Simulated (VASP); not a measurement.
# BaTe (Fm-3m) in VASP: settings compared

The runs below take BaTe through single point, relaxation of cell and atoms, with PBE, LDA.

All numbers are computed with VASP 6.6.1; they aren't measurements. Logs are shortened: lines on timing, memory, paths and dates and some standing lists are left out, and cuts for length are marked.

**1. The cell of the first run**

It takes space group Fm-3m (No. 225, cubic). The conventional cell has a = 7.068 Å, b = 7.068 Å, c = 7.068 Å, α = 90.00°, β = 90.00°, γ = 90.00°. Within 4.6 Å of Ba (site symmetry m-3m) lie 6 Te at 3.53 Å. Within 4.6 Å of Te (site symmetry m-3m) lie 6 Ba at 3.53 Å.

**2. Single point, PBE**

Input file INCAR:

```
SYSTEM = BaTe
ALGO     = Normal         ! electronic algorithm
EDIFF    = 1E-7           ! SCF threshold, eV
ENCUT    = 520            ! plane-wave cutoff, eV
GGA      = PE             ! functional
ISIF     = 2              ! what is computed and relaxed
ISMEAR   = 0              ! smearing method
LASPH    = .True.         ! aspherical terms in the spheres
LCHARG   = .False.        ! write CHGCAR
LREAL    = .False.        ! projectors in reciprocal space
LWAVE    = .False.        ! write WAVECAR
NBANDS   = 15             ! bands
NELM     = 60             ! most SCF steps
PREC     = Accurate       ! precision mode
SIGMA    = 0.01           ! smearing width, eV
```

Input file KPOINTS:

```
k-points
0
Gamma
  4 4 4
  0 0 0
```

Input file POSCAR:

```
BaTe
1.0
    0.0000000000      3.5338831917      3.5338831917
    3.5338831917      0.0000000000      3.5338831917
    3.5338831917      3.5338831917      0.0000000000
Ba Te
1 1
Direct
    0.0000000000      0.0000000000      0.0000000000
    0.5000000000      0.5000000000      0.5000000000
```

Potentials or basis: VASP PAW PBE potentials, release 64 (Ba_sv, Te).

Run with:

```console
> cat potpaw_PBE.64/Ba_sv/POTCAR potpaw_PBE.64/Te/POTCAR > POTCAR
> mpirun -np 1 vasp_std > vasp.out
```

OUTCAR:

```text
SYSTEM = BaTe
   EDIFF = 1E-7
   ENCUT = 520
   GGA = PE
   ISIF = 2
   ISMEAR = 0
   LASPH = .True.
   LREAL = .False.
   NELM = 60
   PREC = Accurate

 ion  position               nearest neighbor table
   1  0.000  0.000  0.000-   2 3.53   2 3.53   2 3.53   2 3.53   2 3.53   2 3.53
   2  0.500  0.500  0.500-   1 3.53   1 3.53   1 3.53   1 3.53   1 3.53   1 3.53

  LATTYP: Found a face centered cubic cell.
 ALAT       =     7.0677663834

  Lattice vectors:

 A1 = (   0.0000000000,   3.5338831917,   3.5338831917)
 A2 = (   3.5338831917,   0.0000000000,   3.5338831917)
 A3 = (   3.5338831917,   3.5338831917,   0.0000000000)

Analysis of symmetry for initial positions (statically):
=====================================================================
 Subroutine PRICEL returns:
 Original cell was already a primitive cell.

 Routine SETGRP: Setting up the symmetry group for a
 face centered cubic supercell.

 Subroutine GETGRP returns: Found 48 space group operations
 (whereof 48 operations were pure point group operations)
 out of a pool of 48 trial point group operations.

The static configuration has the point symmetry O_h .

Analysis of symmetry for dynamics (positions and initial velocities):
=====================================================================
 Subroutine PRICEL returns:
 Original cell was already a primitive cell.

 Routine SETGRP: Setting up the symmetry group for a
 face centered cubic supercell.

 Subroutine GETGRP returns: Found 48 space group operations
 (whereof 48 operations were pure point group operations)
 out of a pool of 48 trial point group operations.

The dynamic configuration has the point symmetry O_h .

 Subroutine INISYM returns: Found 48 space group operations
 (whereof 48 operations are pure point group operations),
 and found     1 'primitive' translations

----------------------------------------------------------------------------------------

                                     Primitive cell

  volume of cell :      88.2646

  direct lattice vectors                    reciprocal lattice vectors
     0.000000000  3.533883192  3.533883192    -0.141487416  0.141487416  0.141487416
     3.533883192  0.000000000  3.533883192     0.141487416 -0.141487416  0.141487416
     3.533883192  3.533883192  0.000000000     0.141487416  0.141487416 -0.141487416

  length of vectors
     4.997665538  4.997665538  4.997665538     0.245063393  0.245063393  0.245063393

  position of ions in fractional coordinates (direct lattice)
     0.000000000  0.000000000  0.000000000
     0.500000000  0.500000000  0.500000000

  ion indices of the primitive-cell ions
   primitive index   ion index
                 1           1
                 2           2

----------------------------------------------------------------------------------------

 KPOINTS: k-points

Automatic generation of k-mesh.
 Grid dimensions read from file:
 generate k-points for:    4    4    4

 Generating k-lattice:

  Cartesian coordinates                     Fractional coordinates (reciprocal lattice)
    -0.035371854  0.035371854  0.035371854     0.250000000  0.000000000  0.000000000
     0.035371854 -0.035371854  0.035371854     0.000000000  0.250000000  0.000000000
     0.035371854  0.035371854 -0.035371854     0.000000000  0.000000000  0.250000000

  Length of vectors
     0.061265848  0.061265848  0.061265848

  Shift w.r.t. Gamma in fractional coordinates (k-lattice)
     0.000000000  0.000000000  0.000000000

 Subroutine IBZKPT returns following result:
 ===========================================

 Found      8 irreducible k-points:

 Following reciprocal coordinates:
            Coordinates               Weight
  0.000000  0.000000  0.000000      1.000000
  0.250000  0.000000  0.000000      8.000000
  0.500000  0.000000  0.000000      4.000000
  0.250000  0.250000  0.000000      6.000000
  0.500000  0.250000  0.000000     24.000000
 -0.250000  0.250000  0.000000     12.000000
  0.500000  0.500000  0.000000      3.000000
 -0.250000  0.500000  0.250000      6.000000
   k-points           NKPTS =      8   k-points in BZ     NKDIM =      8   number of bands    NBANDS=     15
   number of dos      NEDOS =    301   number of ions     NIONS =      2
   total plane-waves  NPLWV =  64000
   dimension x,y,z NGX =    40 NGY =   40 NGZ =   40
   dimension x,y,z NGXF=    80 NGYF=   80 NGZF=   80
   ions per type =               1   1
   NGX,Y,Z   is equivalent  to a cutoff of  13.31, 13.31, 13.31 a.u.
   NGXF,Y,Z  is equivalent  to a cutoff of  26.61, 26.61, 26.61 a.u.
 SYSTEM =  BaTe
   PREC   = accura    normal or accurate (medium, high low for compatibility)
   ISTART =      0    job   : 0-new  1-cont  2-samecut
   ICHARG =      2    charge: 1-file 2-atom 10-const
   ISPIN  =      1    spin polarized calculation?
   LNONCOLLINEAR =      F non collinear calculations
   LSORBIT =      F    spin-orbit coupling
   LASPH  =      T    aspherical Exc in radial PAW
   ENCUT  =  520.0 eV  38.22 Ry    6.18 a.u.   9.29  9.29  9.29*2*pi/ulx,y,z
   NELM   =     60;   NELMIN=  2; NELMDL= -5     # of ELM steps
   EDIFF  = 0.1E-06   stopping-criterion for ELM
   LREAL  =      F    real-space projection
   EDIFFG = 0.1E-05   stopping-criterion for IOM
   NSW    =      0    number of steps for IOM
   IBRION =     -1    ionic relax: 0-MD 1-quasi-New 2-CG
   NFREE  =      0    steps in history (QN), initial steepest desc. (CG)
   ISIF   =      2    stress and relaxation
   ISYM   =      2    0-nonsym 1-usesym 2-fastsym
   POTIM  = 0.5000    time-step for ionic-motion
   TEBEG  =    0.0;   TEEND  =   0.0 temperature during run
   PSTRESS=    0.0 pullay stress
   NELECT =      16.0000    total number of electrons
   NUPDOWN=      -1.0000    fix difference up-down
   EMIN   =  10.00;   EMAX   =-10.00  energy-range for DOS
   EFERMI =   0.00;   METHOD = LEGACY
   ISMEAR =     0;   SIGMA  =   0.01  broadening in eV -4-tet -1-fermi 0-gaus
   EFERMI_NEDOS =   21; number of points for ismear=-14 and -15
   IALGO  =     38    algorithm
   IMIX   =      4    mixing-type and parameters
     AMIX     =   0.40;   BMIX     =  1.00
     AMIX_MAG =   1.60;   BMIX_MAG =  1.00
  volume/ion in A,a.u.               =      44.13       297.82
  Fermi-wavevector in a.u.,A,eV,Ry     =   0.926515  1.750860 11.679660  0.858431
  Thomas-Fermi vector in A             =   2.052486
   LORBIT       =      0    0 simple, 1 ext, 2 COOP (PROOUT), +10 PAW based schemes
   GGA     = PE    functional components
   LHFCALC =     F    Hartree Fock is set to
   AEXX    =    0.0000 exact exchange contribution
   IVDW    =     0    specifies the selected vdW correction
   LEPSILON=     F    determine dielectric tensor
   LRPA    =     F    only Hartree local field effects (RPA)
 non-spin polarized calculation
 Gauss-broadening in eV      SIGMA  =   0.01
  energy-cutoff  :      520.00
  volume of cell :       88.26
 maximum number of plane-waves:      2421
 NGX is ok and might be reduce to    40
   NGX = 19   NGY = 19   NGZ = 19

 number of electron      16.0000000 magnetization

 Free energy of the ion-electron system (eV)
  ---------------------------------------------------
  ext. energy  EPLUGINS =         0.00000000
  ---------------------------------------------------
  free energy    TOTEN  =        -8.62004840 eV

  energy without entropy =       -8.62004840  energy(sigma->0) =       -8.62004840

 E-fermi :   2.1995     XC(G=0):  -8.1281

 val. band max:        2.1052704407   @ k =   0.0000   0.0000   0.0000
 cond. band min:       3.6797003326   @ k =   0.5000   0.5000   0.0000
 fundamental gap:      1.5744298919
 Fermi energy:         2.1995424097

 k-point     1 :       0.0000    0.0000    0.0000
  band No.  band energies     occupation
      1     -25.0021      2.00000
      2     -10.1462      2.00000
      3     -10.1462      2.00000
      4     -10.1462      2.00000
      5      -7.3709      2.00000
      6       2.1053      2.00000
      7       2.1053      2.00000
      8       2.1053      2.00000
      9       4.9016      0.00000
     10       5.0405      0.00000
     11       5.0405      0.00000
     12       5.0405      0.00000
     13       5.6269      0.00000
     14       5.6269      0.00000
     15       9.0853      0.00000

 k-point     2 :       0.2500    0.0000    0.0000
  band No.  band energies     occupation
      1     -24.9965      2.00000
      2     -10.3417      2.00000
      3     -10.1517      2.00000
      4     -10.1517      2.00000
      5      -7.0360      2.00000
      6       0.7824      2.00000
      7       1.4686      2.00000
      8       1.4686      2.00000
      9       5.2110      0.00000
     10       5.7309      0.00000
     11       5.7309      0.00000
     12       6.7947      0.00000
     13       7.0952      0.00000
     14       7.0952      0.00000
     15      10.2618      0.00000

 k-point     3 :       0.5000    0.0000    0.0000
  band No.  band energies     occupation
      1     -24.9909      2.00000
      2     -10.5084      2.00000
      3     -10.1571      2.00000
      4     -10.1571      2.00000
      5      -6.7145      2.00000
      6      -0.0561      2.00000
      7       1.0314      2.00000
      8       1.0314      2.00000
      9       6.2533      0.00000
     10       6.7838      0.00000
     11       6.9222      0.00000
     12       6.9222      0.00000
     13       8.9838      0.00000
     14       8.9838      0.00000
     15       9.3730      0.00000
[... 55 lines left out ...]
 k-point     7 :       0.5000    0.5000    0.0000
  band No.  band energies     occupation
      1     -24.9873      2.00000
      2     -10.3303      2.00000
      3     -10.2201      2.00000
      4     -10.2201      2.00000
      5      -7.1717      2.00000
      6       0.9802      2.00000
      7       1.7221      2.00000
      8       1.7221      2.00000
      9       3.6797      0.00000
     10       6.4788      0.00000
     11       6.6209      0.00000
     12       7.5586      0.00000
     13       7.7357      0.00000
     14       7.7357      0.00000
     15       9.7969      0.00000

 k-point     8 :      -0.2500    0.5000    0.2500
  band No.  band energies     occupation
      1     -24.9872      2.00000
      2     -10.2753      2.00000
      3     -10.2753      2.00000
      4     -10.2752      2.00000
      5      -6.9956      2.00000
      6       0.8746      2.00000
      7       1.1748      2.00000
      8       1.1748      2.00000
      9       5.6030      0.00000
     10       5.6030      0.00000
     11       6.8364      0.00000
     12       7.1186      0.00000
     13       7.7466      0.00000
     14      10.0102      0.00000
     15      10.1427      0.00000

------------------------ aborting loop because EDIFF is reached ----------------------------------------

  FORCE on cell =-STRESS in cart. coord.  units (eV):
  Direction    XX          YY          ZZ          XY          YZ          ZX
  --------------------------------------------------------------------------------------
  -------------------------------------------------------------------------------------
  Total        0.1736021      0.1736021      0.1736021     -0.0000000     -0.0000000      0.0000000
  in kB        3.1512219      3.1512219      3.1512219     -0.0000000     -0.0000000      0.0000000
  external PRESSURE =       3.1512219 kB  Pullay stress =       0.0000000 kB

 VOLUME and BASIS-vectors are now :
 -----------------------------------------------------------------------------
  energy-cutoff  :      520.00
  volume of cell :       88.26
      direct lattice vectors                 reciprocal lattice vectors
     0.000000000  3.533883192  3.533883192    -0.141487416  0.141487416  0.141487416
     3.533883192  0.000000000  3.533883192     0.141487416 -0.141487416  0.141487416
     3.533883192  3.533883192  0.000000000     0.141487416  0.141487416 -0.141487416

 POSITION                                       TOTAL-FORCE (eV/Angst)
 -----------------------------------------------------------------------------------
      0.00000      0.00000      0.00000        -0.000000      0.000000     -0.000000
      3.53388      3.53388      3.53388         0.000000     -0.000000      0.000000
 -----------------------------------------------------------------------------------
    total drift:                                0.000000     -0.000000     -0.000000

  FREE ENERGIE OF THE ION-ELECTRON SYSTEM (eV)
  ---------------------------------------------------
  free  energy   TOTEN  =        -8.6200484050 eV

  energy  without entropy=       -8.6200484050  energy(sigma->0) =       -8.62004840
```

Run time: 30 s. Hardware: 1 thread of Intel Xeon 8259CL, shared host; peak memory 0.23 GiB.

Results:

```yaml
Free_energy: -8.6200 eV
Pressure: 0.3 GPa
Band_gap_on_the_k_mesh: 1.57 eV, indirect (least direct gap 1.96 eV)
```

Caveat: spin-orbit coupling is left out, which moves the levels of the heavy elements. A k mesh can miss the band edges.

**3. Single point, LDA**

Input file INCAR:

```
PREC = Accurate ; ENCUT = 520
EDIFF = 1E-6 ; ISMEAR = 0
SIGMA = 0.01 ; LREAL = False
LASPH = True ; NELM = 100
ALGO = Normal ; ISIF = 2
LWAVE = False ; LCHARG = False
NBANDS = 15
```

Input file KPOINTS:

```
regular mesh
0
Gamma
  6 6 6
```

POSCAR is that of step 2.

Potentials or basis: VASP PAW LDA potentials, release 64 (Ba_sv, Te).

Run with:

```console
> cat potpaw_LDA.64/Ba_sv/POTCAR potpaw_LDA.64/Te/POTCAR > POTCAR
> mpirun -np 1 vasp_std > vasp.out
```

It took 46 s on 1 thread of Intel Xeon 8259CL, shared host; peak memory 0.2 GiB.

It converged, with:

| Item | Value |
| --- | --- |
| Free energy | -9.5654 eV |
| Pressure | -2.2 GPa |
| Band gap on the k mesh | 1.45 eV, indirect (least direct gap 1.84 eV) |

Levels at points of the mesh, in eV from the valence-band top:
```
           k point  band 5  band 6  band 7  band 8  band 9  band 10  band 11  band 12
(0.00, 0.00, 0.00)   -9.55    0.00    0.00    0.00    2.58     2.82     2.82     2.82
(0.50, 0.00, 0.00)   -8.87   -2.21   -1.09   -1.09    4.03     4.56     4.71     4.71
(0.50, 0.50, 0.00)   -9.35   -1.13   -0.39   -0.39    1.45     4.33     4.33     5.37
```

Caveat: spin-orbit coupling is left out, which moves the levels of the heavy elements. As with any semilocal functional, this LDA gap is likely too small.

**4. Relaxation of cell and atoms, PBE**

This run uses another cell than the first one, of 39.65 Å³/atom, 0.898 times its volume.

Input file INCAR:

```
ALGO     = Normal         # electronic algorithm
EDIFF    = 1E-7           # SCF threshold, eV
EDIFFG   = -0.01          # ionic threshold
ENCUT    = 600            # plane-wave cutoff, eV
GGA      = PE             # functional
IBRION   = 2              # ionic algorithm
ISIF     = 3              # what is computed and relaxed
ISMEAR   = 0              # smearing method
LASPH    = True           # aspherical terms in the spheres
LCHARG   = False          # write CHGCAR
LREAL    = False          # projectors in reciprocal space
LWAVE    = False          # write WAVECAR
NELM     = 100            # most SCF steps
NSW      = 60             # ionic steps
PREC     = Accurate       # precision mode
SIGMA    = 0.01           # smearing width, eV
```

Input file KPOINTS:

```
k-points
0
Gamma
  4 4 4
```

Input file POSCAR:

```
BaTe
1.0
    0.0000000000      3.4100000000      3.4100000000
    3.4100000000      0.0000000000      3.4100000000
    3.4100000000      3.4100000000      0.0000000000
Ba Te
1 1
Direct
    0.0000000000      0.0000000000      0.0000000000
    0.5000000000      0.5000000000      0.5000000000
```

Potentials or basis: VASP PAW PBE potentials, release 64 (Ba_sv, Te).

Run with:

```console
> cat potpaw_PBE.64/Ba_sv/POTCAR potpaw_PBE.64/Te/POTCAR > POTCAR
> mpirun -np 1 vasp_std > vasp.out
```

Wall time 75 s (1 thread of Intel Xeon 8259CL, shared host); peak memory 0.24 GiB.

It converged, with:

```
Free energy                            : -8.6209 eV
Relaxed volume                         : 44.58 Å³/atom
Relaxed cell                           : a = 5.014 Å, b = 5.014 Å, c = 5.014 Å, α = 60.00°, β = 60.00°, γ = 60.00°
Space group after relaxing (to 0.05 Å) : Fm-3m (No. 225)
Energy gained by relaxing              : 60.4 meV/atom
Ionic steps                            : 3
Pressure after relaxing                : 0.0 GPa
Band gap on the k mesh                 : 1.59 eV, indirect (least direct gap 1.98 eV)
```

Step by step:
```csv
step,energy change (eV),largest force (eV/Å),pressure (GPa),volume (Å³)
1,0.0000,0.0000,4.34,79.30
2,-0.1119,0.0000,-0.89,92.30
3,-0.1208,0.0000,0.02,89.15
```

Final structure:
```
Ba Te
1.0
     0.00000    3.54569    3.54569
     3.54569    0.00000    3.54569
     3.54569    3.54569    0.00000
Ba Te
1 1
Direct
  0.00000 0.00000 0.00000
  0.50000 0.50000 0.50000
```

Levels at points of the mesh, in eV from the valence-band top:
| k point | band 4 | band 5 | band 6 | band 7 | band 8 | band 9 | band 10 | band 11 | band 12 |
| --- | --- | --- | --- | --- | --- | --- | --- | --- | --- |
| (0.00, 0.00, 0.00) | -12.28 | -9.46 | 0.00 | 0.00 | 0.00 | 2.76 | 2.94 | 2.94 | 2.94 |
| (0.50, 0.00, 0.00) | -12.29 | -8.82 | -2.13 | -1.05 | -1.05 | 4.13 | 4.65 | 4.79 | 4.79 |
| (0.50, 0.50, 0.00) | -12.35 | -9.26 | -1.12 | -0.38 | -0.38 | 1.59 | 4.36 | 4.47 | 5.41 |

Caveat: spin-orbit coupling is left out, which moves the levels of the heavy elements; the volume moved by +12 % from the deposited cell, more than functionals usually miss. A k mesh can miss the band edges.

**5. The runs side by side**

```csv
task,level,potentials or basis,cell,k mesh,cutoff (eV),gap on the mesh (eV),pressure (GPa)
single point,PBE,"VASP PAW PBE potentials, release 64 (Ba_sv, Te)","a = 4.998 Å, angles 60.0°, 2 atoms",4 × 4 × 4,520,1.57,0.3
single point,LDA,"VASP PAW LDA potentials, release 64 (Ba_sv, Te)","a = 4.998 Å, angles 60.0°, 2 atoms",6 × 6 × 6,520,1.45,-2.2
relaxation of cell and atoms,PBE,"VASP PAW PBE potentials, release 64 (Ba_sv, Te)","relaxed from a = 4.822 Å, angles 60.0°, 2 atoms",4 × 4 × 4,600,1.59,0.0
```

Alike in all rows: no spin polarisation; smearing gaussian 0.01 eV.

Caveats: spin-orbit coupling is left out, which moves the levels of the heavy elements; the volume moved by +12 % from the deposited cell, more than functionals usually miss (some runs).

Total energies depend on the potentials used, so only differences within one code and one set of settings carry meaning.
